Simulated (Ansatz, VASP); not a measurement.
**One calculation of CoW3, two programs**

```xyz
4
Lattice="3.9074 0.0000 0.0000 0.0000 3.9074 0.0000 0.0000 0.0000 3.9074" Properties=species:S:1:pos:R:3 pbc="T T T"
W     1.9537    1.9537    0.0000
W     1.9537    0.0000    1.9537
W     0.0000    1.9537    1.9537
Co    0.0000    0.0000    0.0000
```

Alike in both runs: task relaxation of the atoms; functional PBEsol; k mesh 6 × 6 × 6; occupations fermi-dirac, width 0.05 eV; collinear spin.

|  | VASP | Ansatz |
| --- | --- | --- |
| version | VASP 6.6.1 | Ansatz 0.2.0 |
| potentials or method | VASP PAW PBE potentials, release 64 (W_sv, Co) | Ansatz PAW |
| plane-wave cutoff (eV) | 520 | 420 |
| valence electrons in the cell | 51 | 59 |

Ansatz gave:

| Property | Result |
| --- | --- |
| gap on the k mesh at the Fermi level, each at its own relaxed structure (eV) | none |
| net moment per atom (μB) | 0.08 |
| size of the moment on the site where the two differ most (μB) | 0.31 |

Problem. What did VASP give for the same quantities?

Solution. gap on the k mesh at the Fermi level, each at its own relaxed structure (eV): none; net moment per atom (μB): 0.09; size of the moment on the site where the two differ most (μB): 0.32.

VASP's potentials were made for PBE, not for PBEsol. Site moments also hang on the region over which each program counts them. A gap of «none» marks a metal or a gap that the smearing closes. VASP's potentials hold 51 valence electrons a cell and Ansatz's 59, so a difference there can come from the potentials and not from the codes.

Neither program's run includes spin-orbit coupling. Noted on VASP's run: the relaxation stopped at its first step, so nothing moved. Noted on Ansatz's run: the relaxation stopped at its first step, so nothing moved.
